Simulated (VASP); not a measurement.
TiB2:

```xyz
3
Lattice="3.0292 0.0000 0.0000 -1.5146 2.6234 0.0000 0.0000 0.0000 3.2284" Properties=species:S:1:pos:R:3 pbc="T T T"
Ti    0.0000    0.0000    0.0000
B     0.0000    1.7489    1.6142
B     1.5146    0.8745    1.6142
```

* Program: VASP 6.6.1
* Task: relaxation of cell and atoms
* Functional: LDA
* Potentials or basis: VASP PAW LDA potentials, release 64 (Ti_sv, B)
* Cutoff: 500 eV
* k mesh: 11 × 11 × 9
* Occupations: fermi-dirac, width 0.1 eV
* Spin: no spin polarisation

At the start: pressure -10.7 GPa; volume 8.55 Å³/atom.

Problem. How do energy, volume and symmetry change on relaxing?

Solution. Over 5 steps the energy falls by 12.7 meV/atom and the volume is 8.19 Å³/atom (-4.3 %); space group P6/mmm (No. 191, to 0.1 Å) before and after.

Step by step:
```
step  energy change (eV)  largest force (eV/Å)  pressure (GPa)  volume (Å³)
   1              0.0000                0.0000          -10.72        25.66
   2              0.0011                0.0000           12.69        23.59
   3             -0.0369                0.0000            0.03        24.60
   4             -0.0369                0.0000            0.25        24.58
   5             -0.0381                0.0000            0.18        24.56
```

Final structure:
```
CELL_PARAMETERS angstrom
2.99513 0.00000 0.00000
-1.49757 2.59386 0.00000
0.00000 0.00000 3.16186
ATOMIC_POSITIONS crystal
Ti 0.00000 0.00000 0.00000
B 0.33333 0.66667 0.50000
B 0.66667 0.33333 0.50000
```
